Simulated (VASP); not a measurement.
A run of VASP 6.6.1:

The input INCAR:

```
SYSTEM = GaSb
ALGO = Normal
EDIFF = 1E-7
EDIFFG = -0.002
ENCUT = 450
GGA = PS
GGA_COMPAT = .False.
IBRION = 2
ISIF = 2
ISMEAR = 0
LASPH = .True.
LCHARG = .False.
LREAL = .False.
LWAVE = .False.
NELM = 120
NELMIN = 4
NSW = 60
PREC = Accurate
SIGMA = 0.1
```

The input KPOINTS:

```
k-points
0
Gamma
  10 10 10
  0 0 0
```

File POSCAR:

```
GaSb
1.0
    0.0000000000      3.0417070325      3.1015054967
    3.0417070325      0.0000000000      3.1015054967
    3.0417070325      3.0417070325      0.0000000000
Ga Sb
1 1
Direct
    0.0000000000      0.0000000000      0.0000000000
    0.2500000000      0.2500000000      0.2500000000
```

Potentials or basis: VASP PAW PBE potentials, release 64 (Ga_d, Sb).

Launch:

```sh
$ cat potpaw_PBE.64/Ga_d/POTCAR potpaw_PBE.64/Sb/POTCAR > POTCAR
$ mpirun -np 1 vasp_std > vasp.out
```

Hardware: 1 thread of Intel(R) Xeon(R) Platinum 8375C CPU @ 2.90GHz (Ice Lake) (shared host).

Task: Estimate the wall time of this run.

Result: It took 42 s on 1 thread of Intel(R) Xeon(R) Platinum 8375C CPU @ 2.90GHz (Ice Lake) (shared host), peak memory 0.22 GiB. Counts: scf iterations 13, k points 102, ion steps 1.
